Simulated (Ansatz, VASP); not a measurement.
# Two plane-wave programs on Sb2Au

Contents of INCAR:

```
ALGO     = Normal         # electronic algorithm
EDIFF    = 1E-6           # SCF threshold, eV
ENCUT    = 520            # plane-wave cutoff, eV
ISIF     = 2              # what is computed and relaxed
ISMEAR   = 1              # smearing method
LASPH    = True           # aspherical terms in the spheres
LCHARG   = True           # write CHGCAR
LELF     = True           # ELF
LREAL    = False          # projectors in reciprocal space
LVHAR    = True         
LWAVE    = False          # write WAVECAR
NBANDS   = 18             # bands
NELM     = 60             # most SCF steps
PREC     = Accurate       # precision mode
SIGMA    = 0.3            # smearing width, eV
```

The input KPOINTS:

```
k-points
0
Gamma
  6 6 6
```

POSCAR

```
Sb2Au
1.0
    0.0000000000      3.2367756137      3.2367756137
    3.2367756137      0.0000000000      3.2367756137
    3.2367756137      3.2367756137      0.0000000000
Sb Au
2 1
Direct
    0.2500000000      0.2500000000      0.2500000000
    0.7500000000      0.7500000000      0.7500000000
    0.0000000000      0.0000000000      0.0000000000
```

Input for Ansatz:

```yaml
crystal:
  lattice:
    - [0.0, 3.2367756136563526, 3.2367756136563526]
    - [3.2367756136563526, 0.0, 3.2367756136563526]
    - [3.2367756136563526, 3.2367756136563526, 0.0]
  atoms:
    - { symbol: Sb, position: [0.25, 0.25, 0.25] }
    - { symbol: Sb, position: [0.75, 0.75, 0.75] }
    - { symbol: Au, position: [0.0, 0.0, 0.0] }
basis:
  ecutwfc: 470.0
  ecutrho_ratio: 6
kpoints:
  mp_grid:
    grid: [6, 6, 6]
hamiltonian:
  xc: lda
scf:
  n_extra_bands: 16
  occupations:
    method: cold
    width: 0.3
output:
  stress: true
```

Alike in both runs: task single point; functional LDA; k mesh 6 × 6 × 6; no spin polarisation.

```csv
,VASP,Ansatz
version,VASP 6.6.1,Ansatz 0.2.0
potentials or method,"VASP PAW LDA potentials, release 64 (Sb, Au), cutoff 520 eV","plane waves, PAW"
occupations,"methfessel-paxton of order 1, width 0.3 eV","cold, width 0.3 eV"
valence electrons in the cell,21,49
```

|  | VASP | Ansatz | Ansatz less VASP |
| --- | --- | --- | --- |
| pressure (GPa) | 13.9 | 13.4 | -0.44 |

LDA's correlation is that of Perdew and Zunger in VASP and of Perdew and Wang (1992) in Ansatz. VASP's potentials hold 21 valence electrons a cell and Ansatz's 49, so a difference there can come from the potentials and not from the codes.

Spin-orbit coupling is off throughout.
